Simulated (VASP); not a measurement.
The system is SnO.

```xyz
4
Lattice="2.7529 -2.5614 0.0000 2.7529 2.5614 0.0000 -0.0204 0.0000 4.9485" Properties=species:S:1:pos:R:3 pbc="T T T"
Sn    1.6765    0.0000    1.2161
Sn    3.8088    0.0000    3.7325
O     2.7529   -1.4646    0.0000
O     2.7529    1.4646    0.0000
```

- Program: VASP 6.6.1
- Task: relaxation of cell and atoms
- Functional: PBE
- Potentials or basis: VASP PAW PBE potentials, release 64 (Sn_d, O)
- Cutoff: 600 eV
- k mesh: 4 × 4 × 4
- Occupations: gaussian, width 0.1 eV
- Spin: no spin polarisation

At the start: pressure 4.7 GPa; volume 17.45 Å³/atom.

Problem. How do energy, volume and symmetry change on relaxing?

Solution. Over 19 steps the energy falls by 236.9 meV/atom and the volume is 19.02 Å³/atom (+9.0 %); space group C2/m (No. 12, to 0.05 Å).

The path:
```tsv
step	energy change (eV)	largest force (eV/Å)	pressure (GPa)	volume (Å³)
1	0.0000	2.6058	4.70	69.79
2	-0.6581	1.1387	-1.61	74.98
3	-0.7088	1.1451	-3.41	77.25
4	-0.8270	0.8005	2.40	73.72
5	-0.8299	0.7261	1.52	74.19
6	-0.8896	0.2590	0.38	74.89
7	-0.8924	0.1569	0.26	75.08
8	-0.9119	0.1533	-0.32	75.53
9	-0.9268	0.4507	-1.52	76.62
10	-0.9347	0.3340	-0.87	76.28
11	-0.9388	0.2078	-0.09	75.88
12	-0.9390	0.1828	0.08	75.79
13	-0.9417	0.1413	0.16	75.84
14	-0.9457	0.0962	0.28	75.97
15	-0.9458	0.1081	0.32	75.99
16	-0.9466	0.0546	-0.10	76.28
17	-0.9466	0.0513	-0.19	76.34
18	-0.9470	0.0441	-0.15	76.28
19	-0.9478	0.0317	-0.05	76.10
```

Final structure:
```
Sn O
1.0
     2.73330   -2.73910   -0.01993
     2.73330    2.73910   -0.01993
    -0.04454    0.00000    5.08233
Sn O
2 2
Direct
  0.25370 0.25370 0.22882
  0.74630 0.74630 0.77118
  0.74916 0.25084 0.00000
  0.25084 0.74916 0.00000
```
